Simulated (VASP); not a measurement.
C: single point with PBEsol-based screened hybrid with 25 % exact exchange

Crystal: C.

```
C
1.0
     0.00000    1.77140    1.77140
     1.77140    0.00000    1.77140
     1.77140    1.77140    0.00000
C
2
Direct
  0.75000 0.75000 0.75000
  0.50000 0.50000 0.50000
```

```json
{"Program": "VASP 6.6.1", "Task": "single point", "Functional": "PBEsol-based screened hybrid with 25 % exact exchange", "Potentials or basis": "VASP PAW PBE potentials, release 64 (C)", "Cutoff": "520 eV", "k mesh": "7 × 7 × 7", "Occupations": "fermi-dirac, width 0.05 eV", "Spin": "no spin polarisation"}
```

```yaml
Pressure: -2.2 GPa
Band_gap_on_the_k_mesh: 5.38 eV (least direct gap 7.00 eV)
```

Levels at points of the mesh, in eV from the valence-band top:
| k point | band 1 | band 2 | band 3 | band 4 | band 5 | band 6 | band 7 | band 8 | band 9 |
| --- | --- | --- | --- | --- | --- | --- | --- | --- | --- |
| (0.00, 0.00, 0.00) | -23.83 | 0.00 | 0.00 | 0.00 | 7.00 | 7.00 | 7.00 | 15.79 | 20.94 |

Wall time 2.5 min on 1 thread of AMD EPYC 9R45 96-Core Processor (Zen 5), on a shared host, peak memory 0.18 GiB.

Caveat: the k points lie up to 0.44 Å⁻¹ apart; the PAW data sets were made with another functional, which shifts forces and pressure a little; an odd mesh through Γ misses points on the zone boundary, where band edges can lie.
